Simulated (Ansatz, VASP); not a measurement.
# Ti in VASP and in Ansatz

```
CELL_PARAMETERS angstrom
2.85775 0.00000 0.00000
-1.42887 2.47488 0.00000
0.00000 0.00000 4.99341
ATOMIC_POSITIONS crystal
Ti 0.33333 0.66667 0.25000
Ti 0.66667 0.33333 0.75000
```

Alike in both runs: task single point; functional r2SCAN; k mesh 21 × 21 × 12; occupations gaussian, width 0.15 eV; no spin polarisation.

|  | VASP | Ansatz |
| --- | --- | --- |
| version | VASP 6.6.1 | Ansatz 0.2.0 |
| potentials or method | VASP PAW PBE potentials, release 64 (Ti_sv), cutoff 520 eV | scalar-relativistic, plane waves, PAW |
| valence electrons in the cell | 24 | 24 |

```tsv
	VASP	Ansatz	Ansatz less VASP
gap on the k mesh at the Fermi level (eV)	none	none	-
pressure (GPa)	-1.8	-2.2	-0.34
traceless stress, the component that is largest in VASP (GPa)	-8.38	-8.36	+0.027
```

VASP's potentials were made for PBE, not for r2SCAN. A gap of «none» marks a metal or a gap that the smearing closes.
